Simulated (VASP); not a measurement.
# Al2Au (Fm-3m) in VASP: a series of runs

Al2Au is run at these levels: PBE; tasks: electric field gradients, density of states.

Program: VASP 6.6.1. These are calculated values, not measurements. Logs are shortened: lines on timing, memory, paths and dates and some standing lists are left out, and cuts for length are marked.

### 1 The cell of the first run

It takes space group Fm-3m (No. 225, cubic). The conventional cell has a = 6.000 Å, b = 6.000 Å, c = 6.000 Å, α = 90.00°, β = 90.00°, γ = 90.00°. Within 3.4 Å of Al (site symmetry -43m) lie 4 Au at 2.60 Å and 6 Al at 3.00 Å. Within 3.4 Å of Au (site symmetry m-3m) lie 8 Al at 2.60 Å.

### 2 Electric field gradients, PBE

The input, INCAR:

```
SYSTEM = Al2Au
PREC     = Accurate       ! precision mode
ENCUT    = 520            ! plane-wave cutoff, eV
EDIFF    = 1E-8           ! SCF threshold, eV
ISMEAR   = -1             ! smearing method
SIGMA    = 0.05           ! smearing width, eV
LREAL    = .False.        ! projectors in reciprocal space
LASPH    = .True.         ! aspherical terms in the spheres
NELM     = 60             ! most SCF steps
ALGO     = Normal         ! electronic algorithm
ISIF     = 2              ! what is computed and relaxed
LWAVE    = .False.        ! write WAVECAR
LCHARG   = .False.        ! write CHGCAR
GGA      = PE             ! functional
LEFG     = .True.       
NBANDS   = 16             ! bands
```

The input, KPOINTS:

```
regular mesh
0
Gamma
  11 11 11
  0 0 0
```

The input, POSCAR:

```
Al2Au
1.0
    0.0000000000      3.0000000000      3.0000000000
    3.0000000000      0.0000000000      3.0000000000
    3.0000000000      3.0000000000      0.0000000000
Al Au
2 1
Direct
    0.2500000000      0.2500000000      0.2500000000
    0.7500000000      0.7500000000      0.7500000000
    0.0000000000      0.0000000000      0.0000000000
```

Potentials or basis: VASP PAW PBE potentials, release 64 (Al, Au).

On the command line:

```
> cat potpaw_PBE.64/Al/POTCAR potpaw_PBE.64/Au/POTCAR > POTCAR
> mpirun -np 1 vasp_std > vasp.out
```

OUTCAR:

```text
SYSTEM = Al2Au
   PREC = Accurate
   ENCUT = 520
   EDIFF = 1E-8
   ISMEAR = -1
   LREAL = .False.
   LASPH = .True.
   NELM = 60
   ISIF = 2
   GGA = PE

 ion  position               nearest neighbor table
   1  0.250  0.250  0.250-   3 2.60   3 2.60   3 2.60   3 2.60   2 3.00   2 3.00   2 3.00   2 3.00
                             2 3.00   2 3.00
   2  0.750  0.750  0.750-   3 2.60   3 2.60   3 2.60   3 2.60   1 3.00   1 3.00   1 3.00   1 3.00
                             1 3.00   1 3.00
   3  0.000  0.000  0.000-   2 2.60   2 2.60   2 2.60   1 2.60   2 2.60   1 2.60   1 2.60   1 2.60

  LATTYP: Found a face centered cubic cell.
 ALAT       =     6.0000000000

  Lattice vectors:

 A1 = (   0.0000000000,   3.0000000000,   3.0000000000)
 A2 = (   3.0000000000,   0.0000000000,   3.0000000000)
 A3 = (   3.0000000000,   3.0000000000,   0.0000000000)

Analysis of symmetry for initial positions (statically):
=====================================================================
 Subroutine PRICEL returns:
 Original cell was already a primitive cell.

 Routine SETGRP: Setting up the symmetry group for a
 face centered cubic supercell.

 Subroutine GETGRP returns: Found 48 space group operations
[... 9 lines left out ...]

 Routine SETGRP: Setting up the symmetry group for a
 face centered cubic supercell.

 Subroutine GETGRP returns: Found 48 space group operations
[... 11 lines left out ...]
                                     Primitive cell

  volume of cell :      54.0000

  direct lattice vectors                    reciprocal lattice vectors
     0.000000000  3.000000000  3.000000000    -0.166666667  0.166666667  0.166666667
     3.000000000  0.000000000  3.000000000     0.166666667 -0.166666667  0.166666667
     3.000000000  3.000000000  0.000000000     0.166666667  0.166666667 -0.166666667

  length of vectors
     4.242640687  4.242640687  4.242640687     0.288675135  0.288675135  0.288675135

  position of ions in fractional coordinates (direct lattice)
     0.250000000  0.250000000  0.250000000
     0.750000000  0.750000000  0.750000000
     0.000000000  0.000000000  0.000000000

  ion indices of the primitive-cell ions
   primitive index   ion index
                 1           1
                 2           2
                 3           3

----------------------------------------------------------------------------------------

 KPOINTS: regular mesh

Automatic generation of k-mesh.
[... 104 lines left out ...]

 Free energy of the ion-electron system (eV)
  ---------------------------------------------------
  ext. energy  EPLUGINS =         0.00000000
  ---------------------------------------------------
  free energy    TOTEN  =       -12.00702313 eV

  energy without entropy =      -11.99848986  energy(sigma->0) =      -12.00275650

 E-fermi :   7.8393     XC(G=0): -10.5260

 val. band max:        7.8213945974   @ k =  -0.2727   0.2727   0.0000
 cond. band min:       7.8532522518   @ k =   0.4545   0.0909   0.0000
 fundamental gap:      0.0318576544
 Fermi energy:         7.8392921284

 k-point     1 :       0.0000    0.0000    0.0000
  band No.  band energies     occupation
      1      -2.7554      2.00000
      2       1.1961      2.00000
      3       1.1961      2.00000
      4       1.1961      2.00000
      5       2.1533      2.00000
      6       2.1533      2.00000
[... 433 lines left out ...]
      3       1.4168      2.00000
      4       1.4440      2.00000
      5       2.0398      2.00000
      6       2.2556      2.00000
[... 8 lines left out ...]
     15      14.8263      0.00000
     16      16.6925      0.00000

 [... further k-points ...]
[... 5 lines left out ...]
  --------------------------------------------------------------------------------------
  -------------------------------------------------------------------------------------
  Total        1.0684046      1.0684046      1.0684046     -0.0000000     -0.0000000     -0.0000000
  in kB       31.6995118     31.6995118     31.6995118     -0.0000000     -0.0000000     -0.0000000
  external PRESSURE =      31.6995118 kB  Pullay stress =       0.0000000 kB

 VOLUME and BASIS-vectors are now :
 -----------------------------------------------------------------------------
  energy-cutoff  :      520.00
  volume of cell :       54.00
      direct lattice vectors                 reciprocal lattice vectors
     0.000000000  3.000000000  3.000000000    -0.166666667  0.166666667  0.166666667
     3.000000000  0.000000000  3.000000000     0.166666667 -0.166666667  0.166666667
     3.000000000  3.000000000  0.000000000     0.166666667  0.166666667 -0.166666667

 POSITION                                       TOTAL-FORCE (eV/Angst)
 -----------------------------------------------------------------------------------
      1.50000      1.50000      1.50000         0.000000      0.000000      0.000000
      4.50000      4.50000      4.50000        -0.000000     -0.000000     -0.000000
      0.00000      0.00000      0.00000         0.000000     -0.000000      0.000000
 -----------------------------------------------------------------------------------
    total drift:                                0.000000     -0.000000      0.000000

  FREE ENERGIE OF THE ION-ELECTRON SYSTEM (eV)
  ---------------------------------------------------
  free  energy   TOTEN  =       -12.0070231349 eV

  energy  without entropy=      -11.9984898648  energy(sigma->0) =      -12.00275650

 Electric field gradients (V/A^2)
---------------------------------------------------------------------
 ion       V_xx      V_yy      V_zz      V_xy      V_xz      V_yz
---------------------------------------------------------------------
   1      -0.000     0.000     0.000     0.000     0.000     0.000
   2      -0.000     0.000     0.000     0.000     0.000     0.000
   3      -0.000    -0.000    -0.000     0.000     0.000     0.000
---------------------------------------------------------------------

 Electric field gradients after diagonalization (V/A^2)
 (convention: |V_zz| > |V_xx| > |V_yy|)
----------------------------------------------------------------------
 ion       V_xx      V_yy      V_zz     asymmetry (V_yy - V_xx)/ V_zz
----------------------------------------------------------------------
   1      -0.000    -0.000     0.000       0.000
   2      -0.000    -0.000     0.000       0.000
   3      -0.000    -0.000     0.001       0.000
----------------------------------------------------------------------

           NMR quadrupolar parameters

 Cq : quadrupolar parameter    Cq=e*Q*V_zz/h
 eta: asymmetry parameters     (V_yy - V_xx)/ V_zz
 Q  : nuclear electric quadrupole moment in mb (millibarn)
----------------------------------------------------------------------
 ion       Cq(MHz)       eta       Q (mb)
----------------------------------------------------------------------
   1       0.000       0.000       1.000
   2       0.000       0.000       1.000
   3       0.000       0.000       1.000
----------------------------------------------------------------------
```

It took 29 s on 1 thread of AMD EPYC 7R13 (Zen 3), shared host; peak memory 0.17 GiB.

What came out:

* Free energy: -12.0070 eV
* Pressure: 3.2 GPa

Caveat: without QUAD_EFG the Cq values of the log hold for a quadrupole moment of 1 mb, not for the nuclei; spin-orbit coupling is left out, which moves the levels of the heavy elements.

### 3 Electric field gradients, PBE

The input, INCAR:

```
PREC = Accurate
ENCUT = 520
EDIFF = 1E-8
ISMEAR = -1
SIGMA = 0.05
LREAL = F
LASPH = T
NELM = 100
ALGO = Normal
ISIF = 2
LWAVE = F
LCHARG = F
GGA = PE
LEFG = T
NBANDS = 16
```

The input, KPOINTS:

```
regular mesh
0
Gamma
  11 11 11
```

POSCAR is that of step 2.

Potentials or basis: VASP PAW PBE potentials, release 64 (Al, Au).

On the command line:

```
> cat potpaw_PBE.64/Al/POTCAR potpaw_PBE.64/Au/POTCAR > POTCAR
> mpirun -np 1 vasp_std > vasp.out
```

OUTCAR:

```text
PREC = Accurate
   ENCUT = 520
   EDIFF = 1E-8
   ISMEAR = -1
   LREAL = F
   LASPH = T
   NELM = 100
   ISIF = 2
   GGA = PE

 ion  position               nearest neighbor table
   1  0.250  0.250  0.250-   3 2.60   3 2.60   3 2.60   3 2.60   2 3.00   2 3.00   2 3.00   2 3.00
                             2 3.00   2 3.00
   2  0.750  0.750  0.750-   3 2.60   3 2.60   3 2.60   3 2.60   1 3.00   1 3.00   1 3.00   1 3.00
                             1 3.00   1 3.00
   3  0.000  0.000  0.000-   2 2.60   2 2.60   2 2.60   1 2.60   2 2.60   1 2.60   1 2.60   1 2.60

  LATTYP: Found a face centered cubic cell.
 ALAT       =     6.0000000000

  Lattice vectors:

[... 678 lines left out ...]
---------------------------------------------------------------------
 ion       V_xx      V_yy      V_zz      V_xy      V_xz      V_yz
---------------------------------------------------------------------
   1      -0.000     0.000     0.000     0.000     0.000     0.000
   2      -0.000     0.000     0.000     0.000     0.000     0.000
   3      -0.000    -0.000    -0.000     0.000     0.000     0.000
---------------------------------------------------------------------

 Electric field gradients after diagonalization (V/A^2)
 (convention: |V_zz| > |V_xx| > |V_yy|)
----------------------------------------------------------------------
 ion       V_xx      V_yy      V_zz     asymmetry (V_yy - V_xx)/ V_zz
----------------------------------------------------------------------
   1      -0.000    -0.000     0.000       0.000
   2      -0.000    -0.000     0.000       0.000
   3      -0.000    -0.000     0.001       0.000
----------------------------------------------------------------------

           NMR quadrupolar parameters

 Cq : quadrupolar parameter    Cq=e*Q*V_zz/h
 eta: asymmetry parameters     (V_yy - V_xx)/ V_zz
 Q  : nuclear electric quadrupole moment in mb (millibarn)
----------------------------------------------------------------------
 ion       Cq(MHz)       eta       Q (mb)
----------------------------------------------------------------------
   1       0.000       0.000       1.000
   2       0.000       0.000       1.000
   3       0.000       0.000       1.000
----------------------------------------------------------------------
```

OSZICAR:

```text
N       E                     dE             d eps       ncg     rms          rms(c)
DAV:   1     0.554771805329E+02    0.55477E+02   -0.68944E+03  1816   0.881E+02
DAV:   2    -0.119102340253E+02   -0.67387E+02   -0.61300E+02  2208   0.169E+02
DAV:   3    -0.132736923238E+02   -0.13635E+01   -0.13578E+01  2344   0.232E+01
DAV:   4    -0.132843519917E+02   -0.10660E-01   -0.10659E-01  2176   0.236E+00
DAV:   5    -0.132845500790E+02   -0.19809E-03   -0.19809E-03  2320   0.334E-01    0.907E+00
DAV:   6    -0.121117393794E+02    0.11728E+01   -0.45362E+00  2064   0.214E+01    0.401E+00
DAV:   7    -0.120357262487E+02    0.76013E-01   -0.20972E-01  1864   0.456E+00    0.187E+00
DAV:   8    -0.120077907749E+02    0.27935E-01   -0.21494E-02  2216   0.954E-01    0.406E-01
DAV:   9    -0.120068867441E+02    0.90403E-03   -0.25081E-03  2056   0.500E-01    0.180E-01
DAV:  10    -0.120070251000E+02   -0.13836E-03   -0.20091E-04  2024   0.848E-02    0.322E-02
DAV:  11    -0.120070212855E+02    0.38146E-05   -0.59437E-06  2288   0.180E-02    0.131E-02
DAV:  12    -0.120070230248E+02   -0.17393E-05   -0.39846E-06  1944   0.107E-02    0.254E-03
DAV:  13    -0.120070230868E+02   -0.62063E-07   -0.61185E-08  2424   0.204E-03    0.829E-04
DAV:  14    -0.120070231314E+02   -0.44569E-07   -0.17145E-08  1960   0.761E-04    0.167E-04
DAV:  15    -0.120070231349E+02   -0.35286E-08   -0.23148E-10  1184   0.120E-04
   1 F= -.12007023E+02 E0= -.12002756E+02  d E =-.853327E-02
```

stdout:

```text
POSCAR found type information on POSCAR AlAu
 POSCAR found :  2 types and       3 ions
 scaLAPACK will be used
 LDA part: xc-table for (Slater+PW92), standard interpolation
 POSCAR, INCAR and KPOINTS ok, starting setup
 FFT: planning ... GRIDC
 FFT: planning ... GRID_SOFT
 FFT: planning ... GRID
 WAVECAR not read
 entering main loop
ion   1

ion   2

ion   3
```

Run time: 31 s. Hardware: 1 thread of AMD EPYC 7R13 (Zen 3), shared host; peak memory 0.17 GiB.

What came out:

- Free energy: -12.0070 eV
- Pressure: 3.2 GPa

Caveat: without QUAD_EFG the Cq values of the log hold for a quadrupole moment of 1 mb, not for the nuclei; spin-orbit coupling is left out, which moves the levels of the heavy elements.

### 4 Density of states, PBE

POSCAR is that of step 3.

The input, INCAR.step1:

```
ALGO     = Normal         # electronic algorithm
EDIFF    = 1E-6           # SCF threshold, eV
ENCUT    = 520            # plane-wave cutoff, eV
GGA      = PE             # functional
ISIF     = 2              # what is computed and relaxed
ISMEAR   = -1             # smearing method
LASPH    = True           # aspherical terms in the spheres
LCHARG   = True           # write CHGCAR
LMAXMIX  = 4              # l up to which the mixer works
LREAL    = False          # projectors in reciprocal space
LWAVE    = False          # write WAVECAR
NBANDS   = 16             # bands
NELM     = 80             # most SCF steps
PREC     = Accurate       # precision mode
SIGMA    = 0.05           # smearing width, eV
```

The input, KPOINTS.step1:

```
k-points
0
Gamma
  11 11 11
```

The input, INCAR.step2:

```
ALGO     = Normal         # electronic algorithm
EDIFF    = 1E-6           # SCF threshold, eV
ENCUT    = 520            # plane-wave cutoff, eV
GGA      = PE             # functional
ICHARG   = 11             # starting density
ISIF     = 2              # what is computed and relaxed
ISMEAR   = -5             # smearing method
LASPH    = True           # aspherical terms in the spheres
LCHARG   = False          # write CHGCAR
LMAXMIX  = 4              # l up to which the mixer works
LORBIT   = 11             # projections on sites
LREAL    = False          # projectors in reciprocal space
LWAVE    = False          # write WAVECAR
NBANDS   = 16             # bands
NEDOS    = 1001           # points of the DOS
NELM     = 80             # most SCF steps
PREC     = Accurate       # precision mode
SIGMA    = 0.05           # smearing width, eV
```

The input, KPOINTS.step2:

```
k-points
0
Gamma
  17 17 17
```

On the command line:

```
> cat potpaw_PBE.64/Al/POTCAR potpaw_PBE.64/Au/POTCAR > POTCAR
> cp INCAR.step1 INCAR
> cp KPOINTS.step1 KPOINTS
> mpirun -np 1 vasp_std > vasp.out
> cp INCAR.step2 INCAR
> cp KPOINTS.step2 KPOINTS
> mpirun -np 1 vasp_std > vasp.out
```

It took 67 s on 1 thread of AMD EPYC 7R13 (Zen 3), shared host; peak memory 0.25 GiB.

The run converged. Its results:

* Valence electrons inside the program's atomic spheres: Al 0.75; Au 10.00

Levels at points of the mesh, in eV from the Fermi level:
| k point | band 7 | band 8 | band 9 | band 10 | band 11 | band 12 |
| --- | --- | --- | --- | --- | --- | --- |
| (0.00, 0.00, 0.00) | 2.24 | 2.96 | 2.96 | 2.96 | 3.91 | 3.91 |

Caveat: spin-orbit coupling is left out, which moves the levels of the heavy elements; tetrahedron occupations give inexact forces and stress in metals.
